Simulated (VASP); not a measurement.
# CoSi (P2_13) in VASP: notebook, part 3 of 3

VASP 6.6.1. The steps go on from the part before.

## (6) Single point, r2SCAN (11.16 Å³/atom)

This run uses another cell than the first one, of 11.16 Å³/atom.

POSCAR reads:

```
CoSi
1.0
    4.4690221396      0.0000000000      0.0000000000
    0.0000000000      4.4690221396      0.0000000000
    0.0000000000      0.0000000000      4.4690221396
Co Si
4 4
Direct
    0.1430001104      0.1430001104      0.1430001104
    0.3569998896      0.8569998896      0.6430001104
    0.6430001104      0.3569998896      0.8569998896
    0.8569998896      0.6430001104      0.3569998896
    0.8427470997      0.8427470997      0.8427470997
    0.6572529003      0.1572529003      0.3427470997
    0.3427470997      0.6572529003      0.1572529003
    0.1572529003      0.3427470997      0.6572529003
```

INCAR.step1 reads:

```
SYSTEM = CoSi
  PREC = Accurate
  ENCUT = 520
  ISMEAR = 0
  SIGMA = 0.1
  LREAL = .False.
  LASPH = .True.
  NELM = 100
  NBANDS = 36
  GGA = PE
  ALGO = Normal
  EDIFF = 1E-4
  LWAVE = .True.
  LCHARG = .False.
```

INCAR.step2 reads:

```
SYSTEM = CoSi
  PREC = Accurate
  ENCUT = 520
  EDIFF = 1E-6
  ISMEAR = 0
  SIGMA = 0.1
  LREAL = .False.
  LASPH = .True.
  NELM = 100
  ALGO = Normal
  ISIF = 2
  LWAVE = .False.
  LCHARG = .True.
  METAGGA = R2SCAN
  LMIXTAU = .True.
  LELF = .True.
  LVHAR = .True.
  NBANDS = 36
  ISTART = 1
```

KPOINTS reads:

```
Automatic mesh
0
Gamma
  8 8 8
  0 0 0
```

Potentials or basis: VASP PAW PBE potentials, release 64 (Co, Si).

Started as:

```bash
$ cat potpaw_PBE.64/Co/POTCAR potpaw_PBE.64/Si/POTCAR > POTCAR
$ cp INCAR.step1 INCAR
$ mpirun -np 1 vasp_std > vasp.out
$ cp INCAR.step2 INCAR
$ mpirun -np 1 vasp_std > vasp.out
```

OUTCAR:

```text
SYSTEM = CoSi
   PREC = Accurate
   ENCUT = 520
   EDIFF = 1E-6
   ISMEAR = 0
   LREAL = .False.
   LASPH = .True.
   NELM = 100
   ISIF = 2
   METAGGA = R2SCAN
   ISTART = 1

 ion  position               nearest neighbor table
   1  0.143  0.143  0.143-   5 2.32   6 2.35   7 2.35   8 2.35   7 2.47   8 2.47   6 2.47   2 2.75
                             3 2.75   2 2.75   3 2.75   4 2.75   4 2.75
   2  0.357  0.857  0.643-   6 2.32   5 2.35   7 2.35   8 2.35   7 2.47   8 2.47   5 2.47   1 2.75
                             1 2.75   4 2.75   4 2.75   3 2.75   3 2.75
   3  0.643  0.357  0.857-   7 2.32   6 2.35   5 2.35   8 2.35   8 2.47   6 2.47   5 2.47   4 2.75
                             1 2.75   4 2.75   1 2.75   2 2.75   2 2.75
   4  0.857  0.643  0.357-   8 2.32   6 2.35   7 2.35   5 2.35   6 2.47   5 2.47   7 2.47   3 2.75
                             2 2.75   2 2.75   3 2.75   1 2.75   1 2.75
   5  0.843  0.843  0.843-   1 2.32   2 2.35   3 2.35   4 2.35   3 2.47   4 2.47   2 2.47   6 2.77
                             7 2.77   8 2.77   6 2.77   8 2.77   7 2.77
   6  0.657  0.157  0.343-   2 2.32   1 2.35   3 2.35   4 2.35   3 2.47   4 2.47   1 2.47   8 2.77
                             5 2.77   5 2.77   7 2.77   7 2.77   8 2.77
   7  0.343  0.657  0.157-   3 2.32   2 2.35   1 2.35   4 2.35   4 2.47   2 2.47   1 2.47   8 2.77
                             5 2.77   8 2.77   6 2.77   6 2.77   5 2.77
   8  0.157  0.343  0.657-   4 2.32   2 2.35   3 2.35   1 2.35   2 2.47   1 2.47   3 2.47   7 2.77
                             5 2.77   7 2.77   5 2.77   6 2.77   6 2.77

  LATTYP: Found a simple cubic cell.
 ALAT       =     4.4690221396

  Lattice vectors:

 A1 = (   4.4690221396,   0.0000000000,   0.0000000000)
 A2 = (   0.0000000000,   4.4690221396,   0.0000000000)
 A3 = (   0.0000000000,   0.0000000000,   4.4690221396)

Analysis of symmetry for initial positions (statically):
=====================================================================
 Subroutine PRICEL returns:
 Original cell was already a primitive cell.

 Routine SETGRP: Setting up the symmetry group for a
 simple cubic supercell.

 Subroutine GETGRP returns: Found 12 space group operations
 (whereof  3 operations were pure point group operations)
 out of a pool of 48 trial point group operations.

The static configuration has the point symmetry C_3 .
 The point group associated with its full space group is T   .

Analysis of symmetry for dynamics (positions and initial velocities):
=====================================================================
 Subroutine PRICEL returns:
 Original cell was already a primitive cell.

 Routine SETGRP: Setting up the symmetry group for a
 simple cubic supercell.

 Subroutine GETGRP returns: Found 12 space group operations
 (whereof  3 operations were pure point group operations)
 out of a pool of 48 trial point group operations.

The dynamic configuration has the point symmetry C_3 .
 The point group associated with its full space group is T   .

 Subroutine INISYM returns: Found 12 space group operations
 (whereof  3 operations are pure point group operations),
 and found     1 'primitive' translations

----------------------------------------------------------------------------------------

                                     Primitive cell

  volume of cell :      89.2560

  direct lattice vectors                    reciprocal lattice vectors
[... 57 lines left out ...]
  0.125000  0.000000  0.000000      6.000000
  0.250000  0.000000  0.000000      6.000000
  0.375000  0.000000  0.000000      6.000000
  0.500000  0.000000  0.000000      3.000000
  0.125000  0.125000  0.000000     12.000000
[... 16 lines left out ...]
  0.250000  0.125000  0.125000     24.000000
  0.375000  0.125000  0.125000     24.000000
 [... further k-points ...]
   k-points           NKPTS =     45   k-points in BZ     NKDIM =     45   number of bands    NBANDS=     36
   number of dos      NEDOS =    301   number of ions     NIONS =      8
   total plane-waves  NPLWV =  46656
   dimension x,y,z NGX =    36 NGY =   36 NGZ =   36
   dimension x,y,z NGXF=    72 NGYF=   72 NGZF=   72
   ions per type =               4   4
   NGX,Y,Z   is equivalent  to a cutoff of  13.39, 13.39, 13.39 a.u.
   NGXF,Y,Z  is equivalent  to a cutoff of  26.78, 26.78, 26.78 a.u.
 SYSTEM =  CoSi
   PREC   = accura    normal or accurate (medium, high low for compatibility)
   ISTART =      1    job   : 0-new  1-cont  2-samecut
   ICHARG =      0    charge: 1-file 2-atom 10-const
   ISPIN  =      1    spin polarized calculation?
   LNONCOLLINEAR =      F non collinear calculations
   LSORBIT =      F    spin-orbit coupling
   LASPH  =      T    aspherical Exc in radial PAW
   ENCUT  =  520.0 eV  38.22 Ry    6.18 a.u.   8.31  8.31  8.31*2*pi/ulx,y,z
   NELM   =    100;   NELMIN=  2; NELMDL=  0     # of ELM steps
   EDIFF  = 0.1E-05   stopping-criterion for ELM
   LREAL  =      F    real-space projection
[... 7 lines left out ...]
   TEBEG  =    0.0;   TEEND  =   0.0 temperature during run
   PSTRESS=    0.0 pullay stress
   NELECT =      52.0000    total number of electrons
   NUPDOWN=      -1.0000    fix difference up-down
   EMIN   =  10.00;   EMAX   =-10.00  energy-range for DOS
   EFERMI =   0.00;   METHOD = LEGACY
   ISMEAR =     0;   SIGMA  =   0.10  broadening in eV -4-tet -1-fermi 0-gaus
   EFERMI_NEDOS =   21; number of points for ismear=-14 and -15
   IALGO  =     38    algorithm
   IMIX   =      4    mixing-type and parameters
     AMIX     =   0.40;   BMIX     =  1.00
     AMIX_MAG =   1.60;   BMIX_MAG =  1.00
  volume/ion in A,a.u.               =      11.16        75.29
  Fermi-wavevector in a.u.,A,eV,Ry     =   1.367299  2.583820 25.436174  1.869506
  Thomas-Fermi vector in A             =   2.493364
   LORBIT       =      0    0 simple, 1 ext, 2 COOP (PROOUT), +10 PAW based schemes
   METAGGA = R2SCAN    functional components
   LHFCALC =     F    Hartree Fock is set to
   AEXX    =    0.0000 exact exchange contribution
   IVDW    =     0    specifies the selected vdW correction
   LEPSILON=     F    determine dielectric tensor
   LRPA    =     F    only Hartree local field effects (RPA)
 non-spin polarized calculation
 Gauss-broadening in eV      SIGMA  =   0.10
  energy-cutoff  :      520.00
  volume of cell :       89.26
 maximum number of plane-waves:      2469
 NGX is ok and might be reduce to    36
   NGX = 17   NGY = 17   NGZ = 17

 number of electron      52.0000009 magnetization

 Free energy of the ion-electron system (eV)
  ---------------------------------------------------
  ext. energy  EPLUGINS =         0.00000000
  ---------------------------------------------------
  free energy    TOTEN  =       -91.76212526 eV

  energy without entropy =      -91.75548067  energy(sigma->0) =      -91.75880297

 E-fermi :  11.6655     XC(G=0): -13.7569

 val. band max:       11.6566411883   @ k =   0.5000   0.5000   0.3750
 cond. band min:      11.7918780206   @ k =   0.5000   0.3750   0.3750
 fundamental gap:      0.1352368323
 Fermi energy:        11.6654768466

 k-point     1 :       0.0000    0.0000    0.0000
  band No.  band energies     occupation
      1      -2.5628      2.00000
      2       3.1683      2.00000
      3       3.1683      2.00000
      4       3.1683      2.00000
      5       5.9454      2.00000
      6       5.9454      2.00000
[... 925 lines left out ...]
     35      16.6476      0.00000
     36      17.4798      0.00000

 [... further k-points ...]

------------------------ aborting loop because EDIFF is reached ----------------------------------------

  FORCE on cell =-STRESS in cart. coord.  units (eV):
  Direction    XX          YY          ZZ          XY          YZ          ZX
  --------------------------------------------------------------------------------------
  -------------------------------------------------------------------------------------
  Total       -6.8831187     -6.8831187     -6.8831187      0.0000000      0.0000000      0.0000000
  in kB     -123.5544309   -123.5544309   -123.5544309      0.0000000      0.0000000      0.0000000
  external PRESSURE =    -123.5544309 kB  Pullay stress =       0.0000000 kB

 VOLUME and BASIS-vectors are now :
 -----------------------------------------------------------------------------
  energy-cutoff  :      520.00
  volume of cell :       89.26
      direct lattice vectors                 reciprocal lattice vectors
     4.469022140  0.000000000  0.000000000     0.223762597  0.000000000  0.000000000
     0.000000000  4.469022140  0.000000000     0.000000000  0.223762597  0.000000000
     0.000000000  0.000000000  4.469022140     0.000000000  0.000000000  0.223762597

 POSITION                                       TOTAL-FORCE (eV/Angst)
 -----------------------------------------------------------------------------------
      0.63907      0.63907      0.63907         0.005858      0.005858      0.005858
      1.59544      3.82995      2.87358        -0.005858     -0.005858      0.005858
      2.87358      1.59544      3.82995         0.005858     -0.005858     -0.005858
      3.82995      2.87358      1.59544        -0.005858      0.005858     -0.005858
      3.76626      3.76626      3.76626        -0.004583     -0.004583     -0.004583
      2.93728      0.70277      1.53174         0.004583      0.004583     -0.004583
      1.53174      2.93728      0.70277        -0.004583      0.004583      0.004583
      0.70277      1.53174      2.93728         0.004583     -0.004583      0.004583
 -----------------------------------------------------------------------------------
    total drift:                               -0.000000      0.000000      0.000000

  FREE ENERGIE OF THE ION-ELECTRON SYSTEM (eV)
  ---------------------------------------------------
  free  energy   TOTEN  =       -91.7621252644 eV

  energy  without entropy=      -91.7554806750  energy(sigma->0) =      -91.75880297
```

Run time: 7.8 min. Hardware: 1 thread of Intel Xeon Platinum 8259CL at 2.50GHz (Skylake/Cascade Lake), shared host; peak memory 0.29 GiB.

What came out:

```
Free energy            : -91.7621 eV
Pressure               : -12.4 GPa
Largest force          : 0.010 eV/Å
Band gap on the k mesh : zero (bands 26 and 27 overlap by 0.18 eV)
```

Forces in eV/Å, atoms in the order of the input:
```
Co   0.006  0.006  0.006
Co  -0.006 -0.006  0.006
Co   0.006 -0.006 -0.006
Co  -0.006  0.006 -0.006
Si  -0.005 -0.005 -0.005
Si   0.005  0.005 -0.005
Si  -0.005  0.005  0.005
Si   0.005 -0.005  0.005
```

Caveat: the cell stands under tension; the PAW data sets were made with another functional, which shifts forces and pressure a little; the run has no spin polarisation, though such a crystal can be magnetic. Spin polarisation is off, so any magnetic state and its effect on volume and gap are missing.

## (7) The runs side by side

```csv
cell,gap on the mesh (eV),pressure (GPa),largest force (eV/Å)
"a = 4.339 Å, 8 atoms, atomic positions A",none,8.2,0.01
"a = 4.383 Å, 8 atoms, atomic positions B",none,0.1,-
"a = 4.426 Å, 8 atoms, atomic positions C",none,-6.7,0.01
"a = 4.469 Å, 8 atoms, atomic positions D",none,-12.4,0.01
```

Alike in all rows: task single point; level r2SCAN; potentials or basis VASP PAW PBE potentials, release 64 (Co, Si); no spin polarisation; k mesh 8 × 8 × 8; cutoff (eV) 520; smearing gaussian 0.1 eV.

Caveats: the PAW data sets were made with another functional, which shifts forces and pressure a little; the run has no spin polarisation, though such a crystal can be magnetic; the cell stands under tension (at least some runs); the cell stands under pressure (at least some runs).

Absolute energies hang on the potentials; compare differences alone.

The gap in the log of VASP goes by the Fermi energy; the results here count the filled bands.